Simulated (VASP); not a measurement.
Set up this calculation in VASP 6.6.1, as the native input.

```yaml
Task: single point
Functional: PBE
Potentials_or_basis: VASP PAW PBE potentials, release 64 (Ti_sv, C)
Cutoff: 520 eV
k_mesh: 13 × 13 × 1
Occupations: fermi-dirac, width 0.05 eV
Spin: no spin polarisation
Dipole_correction: yes
Further_INCAR_settings: ALGO = Normal; EDIFF = 1e-06; NBANDS = 42
```

The structure of TiC lies in POSCAR:

```
TiC
1.0
    3.0637012674      0.0000000000      0.0000000000
    0.0000000000      3.0637012674      0.0000000000
    0.0000000000      0.0000000000     22.4991000000
Ti C
4 4
Direct
    0.0000000000      0.0000000000      0.3592394020
    0.5000000000      0.5000000000      0.4526046766
    0.0000000000      0.0000000000      0.5473953172
    0.5000000000      0.5000000000      0.6407606020
    0.5000000000      0.5000000000      0.3538824566
    0.0000000000      0.0000000000      0.4518929429
    0.5000000000      0.5000000000      0.5481070508
    0.0000000000      0.0000000000      0.6461175508
```

The input as run:

INCAR

```
  PREC = Accurate
  ENCUT = 520
  EDIFF = 1E-6
  ISMEAR = -1
  SIGMA = 0.05
  LREAL = F
  LASPH = T
  NELM = 60
  ALGO = Normal
  ISIF = 2
  LWAVE = F
  LCHARG = F
  LDIPOL = T
  IDIPOL = 3
  DIPOL = 0.5 0.5 0.500
  GGA = PE
  NBANDS = 42
```

KPOINTS

```
Automatic mesh
0
Gamma
  13 13 1
```

Potentials or basis: VASP PAW PBE potentials, release 64 (Ti_sv, C).

The run is started by

```bash
$ cat potpaw_PBE.64/Ti_sv/POTCAR potpaw_PBE.64/C/POTCAR > POTCAR
$ mpirun -np 1 vasp_std > vasp.out
```

It gave:

```
Largest force          : 0.010 eV/Å
Band gap on the k mesh : zero (bands 32 and 33 overlap by 0.90 eV)
```

Run time: 13 min on 1 thread of Intel Xeon 8259CL, with other jobs on the host, peak memory 0.41 GiB.
